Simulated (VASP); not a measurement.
Input of a VASP 6.6.1 run:

Contents of INCAR:

```
SYSTEM = GaP
PREC     = Accurate       ! precision mode
ENCUT    = 500            ! plane-wave cutoff, eV
EDIFF    = 1E-6           ! SCF threshold, eV
ISMEAR   = 0              ! smearing method
SIGMA    = 0.01           ! smearing width, eV
LREAL    = .False.        ! projectors in reciprocal space
LASPH    = .True.         ! aspherical terms in the spheres
NELM     = 120            ! most SCF steps
ALGO     = Normal         ! electronic algorithm
ISIF     = 2              ! what is computed and relaxed
LWAVE    = .False.        ! write WAVECAR
LCHARG   = .False.        ! write CHGCAR
GGA      = B5             ! functional
ALDAX    = 1.0          
AGGAX    = 1.0          
AGGAC    = 1.0          
ALDAC    = 0.0          
NBANDS   = 16             ! bands
GGA_COMPAT= .False.
```

File KPOINTS:

```
regular mesh
0
Gamma
  6 6 6
  0 0 0
```

Contents of POSCAR:

```
GaP
1.0
    0.0000000000      2.7252500000      2.7252500000
    2.7252500000      0.0000000000      2.7252500000
    2.7252500000      2.7252500000      0.0000000000
Ga P
1 1
Direct
    0.0000000000      0.0000000000      0.0000000000
    0.7500000000      0.7500000000      0.7500000000
```

Potentials or basis: VASP PAW PBE potentials, release 64 (Ga_d, P).

Run with:

```sh
$ cat potpaw_PBE.64/Ga_d/POTCAR potpaw_PBE.64/P/POTCAR > POTCAR
$ mpirun -np 1 vasp_std > vasp.out
```

Problem. Predict the band gap on the k mesh.

Solution. 1.68 eV (least direct gap 1.73 eV).

Problem. Predict the pressure.

Solution. 6.5 GPa.

Caveat: the cell stands under pressure; the PAW data sets were made with another functional, which shifts forces and pressure a little. A k mesh can miss the band edges.
